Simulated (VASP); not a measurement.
# TiO (P6_3/mmc) in VASP: notebook

TiO is run at these levels: r2SCAN; tasks: single point.

All numbers are computed with VASP 6.6.1; they aren't measurements. Logs are shortened: lines on timing, memory, paths and dates and some standing lists are left out, and cuts for length are marked.

### 1 The cell of the first run

It takes space group P6_3/mmc (No. 194, hexagonal). The conventional cell has a = 2.852 Å, b = 2.852 Å, c = 5.568 Å, α = 90.00°, β = 90.00°, γ = 120.00°. Ti (site symmetry -6m2) has 6 O at 2.16 Å and 6 Ti at 2.85 Å within 2.9 Å. O (site symmetry -3m) has 6 Ti at 2.16 Å and 8 O at 2.78 to 2.85 Å within 2.9 Å.

### 2 Single point, r2SCAN, collinear spin, ferromagnetic start

File POSCAR:

```
TiO
1.0
    2.8516080131      0.0000000000      0.0000000000
   -1.4258040066      2.4695649810      0.0000000000
    0.0000000000      0.0000000000      5.5675030000
Ti O
2 2
Direct
    0.3333333300      0.6666666700      0.2500000000
    0.6666666700      0.3333333300      0.7500000000
    0.0000000000      0.0000000000      0.0000000000
    0.0000000000      0.0000000000      0.5000000000
```

File INCAR.step1:

```
SYSTEM = TiO
ALGO     = Normal         ! electronic algorithm
EDIFF    = 1E-4           ! SCF threshold, eV
ENCUT    = 520            ! plane-wave cutoff, eV
GGA      = PE             ! functional
ISMEAR   = 0              ! smearing method
ISPIN    = 2              ! spin polarisation
LASPH    = .True.         ! aspherical terms in the spheres
LCHARG   = .False.        ! write CHGCAR
LMAXMIX  = 4              ! l up to which the mixer works
LREAL    = .False.        ! projectors in reciprocal space
LWAVE    = .True.         ! write WAVECAR
MAGMOM   = 1 1 0 0        ! initial moments
NBANDS   = 30             ! bands
NELM     = 150            ! most SCF steps
PREC     = Accurate       ! precision mode
SIGMA    = 0.1            ! smearing width, eV
```

File INCAR.step2:

```
SYSTEM = TiO
ALGO     = Normal         ! electronic algorithm
EDIFF    = 1E-7           ! SCF threshold, eV
ENCUT    = 520            ! plane-wave cutoff, eV
ISIF     = 2              ! what is computed and relaxed
ISMEAR   = 0              ! smearing method
ISPIN    = 2              ! spin polarisation
ISTART   = 1            
LASPH    = .True.         ! aspherical terms in the spheres
LCHARG   = .True.         ! write CHGCAR
LELF     = .True.         ! ELF
LMAXMIX  = 4              ! l up to which the mixer works
LMIXTAU  = .True.       
LORBIT   = 11             ! projections on sites
LREAL    = .False.        ! projectors in reciprocal space
LVHAR    = .True.       
LWAVE    = .False.        ! write WAVECAR
MAGMOM   = 1 1 0 0        ! initial moments
METAGGA  = R2SCAN         ! meta-GGA
NBANDS   = 30             ! bands
NELM     = 150            ! most SCF steps
PREC     = Accurate       ! precision mode
SIGMA    = 0.1            ! smearing width, eV
```

File KPOINTS:

```
k-points
0
Gamma
  6 6 4
  0 0 0
```

Potentials or basis: VASP PAW PBE potentials, release 64 (Ti_sv, O).

Command:

```bash
cat potpaw_PBE.64/Ti_sv/POTCAR potpaw_PBE.64/O/POTCAR > POTCAR
cp INCAR.step1 INCAR
mpirun -np 1 vasp_std > vasp.out
cp INCAR.step2 INCAR
mpirun -np 1 vasp_std > vasp.out
```

OUTCAR:

```text
SYSTEM = TiO
   EDIFF = 1E-7
   ENCUT = 520
   ISIF = 2
   ISMEAR = 0
   ISPIN = 2
   ISTART = 1
   LASPH = .True.
   LORBIT = 11
   LREAL = .False.
   METAGGA = R2SCAN
   NELM = 150
   PREC = Accurate

 ion  position               nearest neighbor table
   1  0.333  0.667  0.250-   3 2.16   4 2.16   3 2.16   4 2.16   3 2.16   4 2.16
   2  0.667  0.333  0.750-   3 2.16   4 2.16   3 2.16   4 2.16   3 2.16   4 2.16
   3  0.000  0.000  0.000-   1 2.16   2 2.16   2 2.16   1 2.16   2 2.16   1 2.16
   4  0.000  0.000  0.500-   1 2.16   2 2.16   2 2.16   1 2.16   2 2.16   1 2.16

  LATTYP: Found a hexagonal cell.
 ALAT       =     2.8516080131
 C/A-ratio  =     1.9524082463

  Lattice vectors:

 A1 = (   2.8516080131,   0.0000000000,   0.0000000000)
 A2 = (  -1.4258040066,   2.4695649810,   0.0000000000)
 A3 = (   0.0000000000,   0.0000000000,   5.5675030000)

Analysis of symmetry for initial positions (statically):
=====================================================================
 Subroutine PRICEL returns:
 Original cell was already a primitive cell.

 Routine SETGRP: Setting up the symmetry group for a
 hexagonal supercell.

 Subroutine GETGRP returns: Found 24 space group operations
 (whereof 12 operations were pure point group operations)
 out of a pool of 24 trial point group operations.

The static configuration has the point symmetry D_3d.
 The point group associated with its full space group is D_6h.

Analysis of symmetry for dynamics (positions and initial velocities):
=====================================================================
 Subroutine PRICEL returns:
 Original cell was already a primitive cell.

 Routine SETGRP: Setting up the symmetry group for a
 hexagonal supercell.

 Subroutine GETGRP returns: Found 24 space group operations
 (whereof 12 operations were pure point group operations)
 out of a pool of 24 trial point group operations.

The dynamic configuration has the point symmetry D_3d.
 The point group associated with its full space group is D_6h.

Analysis of structural, dynamic, and magnetic symmetry:
=====================================================================
 Subroutine PRICEL returns:
 Original cell was already a primitive cell.

 Routine SETGRP: Setting up the symmetry group for a
 hexagonal supercell.

 Subroutine GETGRP returns: Found 24 space group operations
 (whereof 12 operations were pure point group operations)
 out of a pool of 24 trial point group operations.

The overall configuration has the point symmetry D_3d.
 The point group associated with its full space group is D_6h.

 Subroutine INISYM returns: Found 24 space group operations
 (whereof 12 operations are pure point group operations),
 and found     1 'primitive' translations

----------------------------------------------------------------------------------------

                                     Primitive cell

  volume of cell :      39.2076

  direct lattice vectors                    reciprocal lattice vectors
     2.851608013  0.000000000  0.000000000     0.350679334  0.202464808  0.000000000
    -1.425804007  2.469564981  0.000000000     0.000000000  0.404929616  0.000000000
     0.000000000  0.000000000  5.567503000     0.000000000  0.000000000  0.179613733

  length of vectors
     2.851608013  2.851608013  5.567503000     0.404929616  0.404929616  0.179613733

  position of ions in fractional coordinates (direct lattice)
     0.333333330  0.666666670  0.250000000
     0.666666670  0.333333330  0.750000000
     0.000000000  0.000000000  0.000000000
     0.000000000  0.000000000  0.500000000

  ion indices of the primitive-cell ions
   primitive index   ion index
                 1           1
                 2           2
                 3           3
                 4           4

----------------------------------------------------------------------------------------

 KPOINTS: k-points

Automatic generation of k-mesh.
 Grid dimensions read from file:
 generate k-points for:    6    6    4

 Generating k-lattice:

  Cartesian coordinates                     Fractional coordinates (reciprocal lattice)
     0.058446556  0.033744135  0.000000000     0.166666667  0.000000000  0.000000000
     0.000000000  0.067488269  0.000000000     0.000000000  0.166666667  0.000000000
     0.000000000  0.000000000  0.044903433     0.000000000  0.000000000  0.250000000

  Length of vectors
     0.067488269  0.067488269  0.044903433

  Shift w.r.t. Gamma in fractional coordinates (k-lattice)
     0.000000000  0.000000000  0.000000000

 Subroutine IBZKPT returns following result:
 ===========================================

 Found     21 irreducible k-points:

 Following reciprocal coordinates:
            Coordinates               Weight
  0.000000  0.000000  0.000000      1.000000
  0.166667  0.000000  0.000000      6.000000
  0.333333  0.000000  0.000000      6.000000
  0.500000 -0.000000  0.000000      3.000000
  0.166667  0.166667  0.000000      6.000000
  0.333333  0.166667  0.000000     12.000000
[... 13 lines left out ...]
  0.333333  0.166667  0.500000     12.000000
  0.333333  0.333333  0.500000      2.000000
   k-points           NKPTS =     21   k-points in BZ     NKDIM =     21   number of bands    NBANDS=     30
   number of dos      NEDOS =    301   number of ions     NIONS =      4
   total plane-waves  NPLWV =  24192
   dimension x,y,z NGX =    24 NGY =   24 NGZ =   42
   dimension x,y,z NGXF=    48 NGYF=   48 NGZF=   84
   ions per type =               2   2
   NGX,Y,Z   is equivalent  to a cutoff of  13.99, 13.99, 12.54 a.u.
   NGXF,Y,Z  is equivalent  to a cutoff of  27.98, 27.98, 25.08 a.u.
 SYSTEM =  TiO
   PREC   = accura    normal or accurate (medium, high low for compatibility)
   ISTART =      1    job   : 0-new  1-cont  2-samecut
   ICHARG =      0    charge: 1-file 2-atom 10-const
   ISPIN  =      2    spin polarized calculation?
   LNONCOLLINEAR =      F non collinear calculations
   LSORBIT =      F    spin-orbit coupling
   LASPH  =      T    aspherical Exc in radial PAW
   ENCUT  =  520.0 eV  38.22 Ry    6.18 a.u.   5.30  5.30 10.35*2*pi/ulx,y,z
   NELM   =    150;   NELMIN=  2; NELMDL=  0     # of ELM steps
   EDIFF  = 0.1E-06   stopping-criterion for ELM
   LREAL  =      F    real-space projection
   EDIFFG = 0.1E-05   stopping-criterion for IOM
   NSW    =      0    number of steps for IOM
   IBRION =     -1    ionic relax: 0-MD 1-quasi-New 2-CG
   NFREE  =      0    steps in history (QN), initial steepest desc. (CG)
   ISIF   =      2    stress and relaxation
   ISYM   =      2    0-nonsym 1-usesym 2-fastsym
   POTIM  = 0.5000    time-step for ionic-motion
   TEBEG  =    0.0;   TEEND  =   0.0 temperature during run
   PSTRESS=    0.0 pullay stress
   NELECT =      36.0000    total number of electrons
   NUPDOWN=      -1.0000    fix difference up-down
   EMIN   =  10.00;   EMAX   =-10.00  energy-range for DOS
   EFERMI =   0.00;   METHOD = LEGACY
   ISMEAR =     0;   SIGMA  =   0.10  broadening in eV -4-tet -1-fermi 0-gaus
   EFERMI_NEDOS =   21; number of points for ismear=-14 and -15
   IALGO  =     38    algorithm
   IMIX   =      4    mixing-type and parameters
     AMIX     =   0.40;   BMIX     =  1.00
     AMIX_MAG =   1.60;   BMIX_MAG =  1.00
  volume/ion in A,a.u.               =       9.80        66.15
  Fermi-wavevector in a.u.,A,eV,Ry     =   1.591178  3.006890 34.447873  2.531847
  Thomas-Fermi vector in A             =   2.689758
   LORBIT       =     11    0 simple, 1 ext, 2 COOP (PROOUT), +10 PAW based schemes
   METAGGA = R2SCAN    functional components
   LHFCALC =     F    Hartree Fock is set to
   AEXX    =    0.0000 exact exchange contribution
   IVDW    =     0    specifies the selected vdW correction
   LEPSILON=     F    determine dielectric tensor
   LRPA    =     F    only Hartree local field effects (RPA)
 spin polarized calculation
 Gauss-broadening in eV      SIGMA  =   0.10
  energy-cutoff  :      520.00
  volume of cell :       39.21
 maximum number of plane-waves:      1072
 NGX is ok and might be reduce to    24
   NGX = 11   NGY = 11   NGZ = 21

 number of electron      35.9999991 magnetization       0.0000000

 number of electron      35.9999991 magnetization      -0.0000000

 Free energy of the ion-electron system (eV)
  ---------------------------------------------------
  ext. energy  EPLUGINS =         0.00000000
  ---------------------------------------------------
  free energy    TOTEN  =       -48.63977452 eV

  energy without entropy =      -48.63655844  energy(sigma->0) =      -48.63816648

 E-fermi :  11.3323     XC(G=0): -13.5919

 val. band max:       11.3262373519   @ k =   0.0000   0.0000   0.0000
 cond. band min:      11.5116466480   @ k =   0.0000   0.0000   0.2500
 fundamental gap:      0.1854092961
 Fermi energy:        11.3322916791

 spin component 1

 k-point     1 :       0.0000    0.0000    0.0000
  band No.  band energies     occupation
      1     -48.8463      1.00000
      2     -48.8037      1.00000
      3     -24.5252      1.00000
      4     -24.0459      1.00000
      5     -23.6841      1.00000
      6     -23.6841      1.00000
[... 22 lines left out ...]
     29      19.6234      0.00000
     30      27.1438      0.00000
[... 628 lines left out ...]
 k-point    21 :       0.3333    0.3333    0.5000
  band No.  band energies     occupation
      1     -48.6974      1.00000
      2     -48.6974      1.00000
      3     -24.2183      1.00000
      4     -24.2183      1.00000
      5     -24.1944      1.00000
      6     -24.1944      1.00000
[... 22 lines left out ...]
     29      23.7036      0.00000
     30      23.7036      0.00000
 Fermi energy:        11.3322916791

 spin component 2

 k-point     1 :       0.0000    0.0000    0.0000
  band No.  band energies     occupation
      1     -48.8463      1.00000
      2     -48.8037      1.00000
      3     -24.5252      1.00000
      4     -24.0459      1.00000
      5     -23.6841      1.00000
      6     -23.6841      1.00000
[... 22 lines left out ...]
     29      19.6234      0.00000
     30      27.1438      0.00000
[... 629 lines left out ...]
  band No.  band energies     occupation
      1     -48.6974      1.00000
      2     -48.6974      1.00000
      3     -24.2183      1.00000
      4     -24.2183      1.00000
      5     -24.1944      1.00000
      6     -24.1944      1.00000
[... 22 lines left out ...]
     29      23.7036      0.00000
     30      23.7036      0.00000

------------------------ aborting loop because EDIFF is reached ----------------------------------------

  FORCE on cell =-STRESS in cart. coord.  units (eV):
  Direction    XX          YY          ZZ          XY          YZ          ZX
  --------------------------------------------------------------------------------------
  -------------------------------------------------------------------------------------
  Total       -1.0330982     -1.0330982     -0.5907041      0.0000000     -0.0000000     -0.0000000
  in kB      -42.2164237    -42.2164237    -24.1384760      0.0000000     -0.0000000     -0.0000000
  external PRESSURE =     -36.1904412 kB  Pullay stress =       0.0000000 kB

 VOLUME and BASIS-vectors are now :
 -----------------------------------------------------------------------------
  energy-cutoff  :      520.00
  volume of cell :       39.21
      direct lattice vectors                 reciprocal lattice vectors
     2.851608013  0.000000000  0.000000000     0.350679334  0.202464808  0.000000000
    -1.425804007  2.469564981  0.000000000     0.000000000  0.404929616  0.000000000
     0.000000000  0.000000000  5.567503000     0.000000000  0.000000000  0.179613733

 POSITION                                       TOTAL-FORCE (eV/Angst)
 -----------------------------------------------------------------------------------
     -0.00000      1.64638      1.39188        -0.000000      0.000000      0.000000
      1.42580      0.82319      4.17563         0.000000     -0.000000      0.000000
      0.00000      0.00000      0.00000         0.000000      0.000000      0.000000
      0.00000      0.00000      2.78375         0.000000      0.000000      0.000000
 -----------------------------------------------------------------------------------
    total drift:                               -0.000015      0.000008     -0.000000

  FREE ENERGIE OF THE ION-ELECTRON SYSTEM (eV)
  ---------------------------------------------------
  free  energy   TOTEN  =       -48.6397745211 eV

  energy  without entropy=      -48.6365584403  energy(sigma->0) =      -48.63816648

 total charge

# of ion       s       p       d       tot
------------------------------------------
    1        2.147   6.158   1.984  10.288
    2        2.147   6.158   1.984  10.288
    3        1.556   3.539   0.000   5.096
    4        1.556   3.539   0.000   5.096
--------------------------------------------------
tot          7.406  19.394   3.968  30.768

 magnetization (x)

# of ion       s       p       d       tot
------------------------------------------
    1       -0.000  -0.000  -0.000  -0.000
    2       -0.000  -0.000  -0.000  -0.000
    3        0.000  -0.000   0.000  -0.000
    4        0.000  -0.000   0.000  -0.000
--------------------------------------------------
tot         -0.000  -0.000  -0.000  -0.000
```

Wall time 3.1 min (1 thread of Intel Xeon Platinum 8259CL at 2.50GHz (Skylake/Cascade Lake), shared host); peak memory 0.21 GiB.

What came out:

```yaml
Free_energy: -48.6398 eV
Pressure: -3.6 GPa
Band_gap_on_the_k_mesh: zero (filled and empty bands overlap)
Net_moment: 0.00 μB per cell
Valence_electrons_inside_the_program's_atomic_spheres: Ti 10.29; O 5.10
```

Levels at points of the mesh, in eV from the Fermi level:
Spin up:
```tsv
k point	band 15	band 16	band 17	band 18	band 19	band 20	band 21	band 22
(0.00, 0.00, 0.00)	-5.64	-5.60	-2.08	-0.08	-0.08	-0.01	1.17	1.17
(0.50, 0.00, 0.00)	-6.13	-5.81	-2.78	-0.08	1.04	1.78	2.09	2.42
(0.00, 0.00, 0.50)	-5.91	-5.91	-0.64	-0.64	0.78	0.78	0.78	0.78
(0.50, 0.00, 0.50)	-6.43	-6.43	-1.39	-1.39	2.16	2.16	2.37	2.37
```
Spin down:
| k point | band 15 | band 16 | band 17 | band 18 | band 19 | band 20 | band 21 | band 22 |
| --- | --- | --- | --- | --- | --- | --- | --- | --- |
| (0.00, 0.00, 0.00) | -5.64 | -5.60 | -2.08 | -0.08 | -0.08 | -0.01 | 1.17 | 1.17 |
| (0.50, 0.00, 0.00) | -6.13 | -5.81 | -2.78 | -0.08 | 1.04 | 1.78 | 2.09 | 2.42 |
| (0.00, 0.00, 0.50) | -5.91 | -5.91 | -0.64 | -0.64 | 0.78 | 0.78 | 0.78 | 0.78 |
| (0.50, 0.00, 0.50) | -6.43 | -6.43 | -1.39 | -1.39 | 2.16 | 2.16 | 2.37 | 2.37 |

Caveat: the k points lie up to 0.42 Å⁻¹ apart; the PAW data sets were made with another functional, which shifts forces and pressure a little; semilocal functionals often make such compounds metallic where correlation or magnetic order opens a gap, which also shifts bond lengths.

### 3 Single point, r2SCAN

POSCAR, as its differences from that of step 2:

```diff
@@ -8,4 +8,4 @@
 Direct
-    0.3333333300      0.6666666700      0.2500000000
-    0.6666666700      0.3333333300      0.7500000000
+    0.3333333333      0.6666666667      0.2500000000
+    0.6666666667      0.3333333333      0.7500000000
     0.0000000000      0.0000000000      0.0000000000
```

File INCAR.step1:

```
SYSTEM = TiO
PREC = Accurate
ENCUT = 520
ISMEAR = 0
SIGMA = 0.1
LREAL = .False.
LASPH = .True.
NELM = 60
NBANDS = 26
GGA = PE
ALGO = Normal
EDIFF = 1E-4
LWAVE = .True.
LCHARG = .False.
```

File INCAR.step2:

```
SYSTEM = TiO
PREC = Accurate
ENCUT = 520
EDIFF = 1E-6
ISMEAR = 0
SIGMA = 0.1
LREAL = .False.
LASPH = .True.
NELM = 60
ALGO = Normal
ISIF = 2
LWAVE = .False.
LCHARG = .False.
METAGGA = R2SCAN
LMIXTAU = .True.
NBANDS = 26
ISTART = 1
```

File KPOINTS:

```
Automatic mesh
0
Gamma
  1 1 1
  0 0 0
```

Potentials or basis: VASP PAW PBE potentials, release 64 (Ti_sv, O).

Command:

```bash
cat potpaw_PBE.64/Ti_sv/POTCAR potpaw_PBE.64/O/POTCAR > POTCAR
cp INCAR.step1 INCAR
mpirun -np 1 vasp_gam > vasp.out
cp INCAR.step2 INCAR
mpirun -np 1 vasp_gam > vasp.out
```

It took 19 s on 1 thread of Intel Xeon Platinum 8559C (Emerald Rapids), shared host; peak memory 0.16 GiB.

The run converged. Its results:

```yaml
Free_energy: -37.7016 eV
Pressure: 51.5 GPa
Band_gap_on_the_k_mesh: zero (filled and empty bands touch)
```

Stress tensor (GPa, compression positive):
```
78.06  0.00  0.00
 0.00 78.06  0.00
 0.00  0.00 -1.56
```

Levels at points of the mesh, in eV from the Fermi level:
```csv
k point,band 15,band 16,band 17,band 18,band 19,band 20
"(0.00, 0.00, 0.00)",-5.49,-5.06,-2.19,0.01,0.01,0.10
```

Caveat: the k points lie up to 2.54 Å⁻¹ apart; the PAW data sets were made with another functional, which shifts forces and pressure a little; semilocal functionals often make such compounds metallic where correlation or magnetic order opens a gap, which also shifts bond lengths.
